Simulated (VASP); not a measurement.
Here is a VASP 6.6.1 calculation.

INCAR

```
SYSTEM = Si3O
PREC     = Accurate       ! precision mode
ENCUT    = 600            ! plane-wave cutoff, eV
EDIFF    = 1E-7           ! SCF threshold, eV
ISMEAR   = -1             ! smearing method
SIGMA    = 0.15           ! smearing width, eV
LREAL    = .False.        ! projectors in reciprocal space
LASPH    = .True.         ! aspherical terms in the spheres
NELM     = 100            ! most SCF steps
ALGO     = Normal         ! electronic algorithm
ISIF     = 3              ! what is computed and relaxed
LWAVE    = .False.        ! write WAVECAR
LCHARG   = .False.        ! write CHGCAR
GGA      = PS             ! functional
IBRION   = 2              ! ionic algorithm
NSW      = 80             ! ionic steps
EDIFFG   = -0.001         ! ionic threshold
```

KPOINTS

```
regular mesh
0
Gamma
  6 6 10
  0 0 0
```

POSCAR

```
Si3O
1.0
    6.0549054680      0.0000000000      0.0000000000
   -3.0274527340      5.2437019528      0.0000000000
    0.0000000000      0.0000000000      3.4111279567
Si O
6 2
Direct
    0.3466960061      0.0000000000      0.0000000000
    0.3466960061      0.3466960061      0.5000000000
    0.0000000000      0.3466960061      0.0000000000
    0.6533039939      0.0000000000      0.5000000000
    0.6533039939      0.6533039939      0.0000000000
    0.0000000000      0.6533039939      0.5000000000
    0.3333333333      0.6666666667      0.2500000000
    0.6666666667      0.3333333333      0.7500000000
```

Potentials or basis: VASP PAW PBE potentials, release 64 (Si, O).

Command:

```bash
$ cat potpaw_PBE.64/Si/POTCAR potpaw_PBE.64/O/POTCAR > POTCAR
$ mpirun -np 1 vasp_std > vasp.out
```

Question: Estimate the relaxed cell.

Answer: a = 6.046 Å, b = 6.046 Å, c = 3.426 Å, α = 90.00°, β = 90.00°, γ = 120.00°.

Question: What does it give for the relaxed volume?

Answer: 13.56 Å³/atom.

Question: Estimate the band gap on the k mesh.

Answer: Zero (band 18 reaches 9.52 eV, above the bottom of band 19 at 7.15 eV).

Final structure:
```
CELL_PARAMETERS angstrom
6.04575 0.00000 0.00000
-3.02288 5.23577 0.00000
0.00000 0.00000 3.42631
ATOMIC_POSITIONS crystal
Si 0.34628 0.00000 0.00000
Si 0.34628 0.34628 0.50000
Si 0.00000 0.34628 0.00000
Si 0.65372 0.00000 0.50000
Si 0.65372 0.65372 0.00000
Si 0.00000 0.65372 0.50000
O 0.33333 0.66667 0.25000
O 0.66667 0.33333 0.75000
```

Caveat: the PAW data sets were made with another functional, which shifts forces and pressure a little.
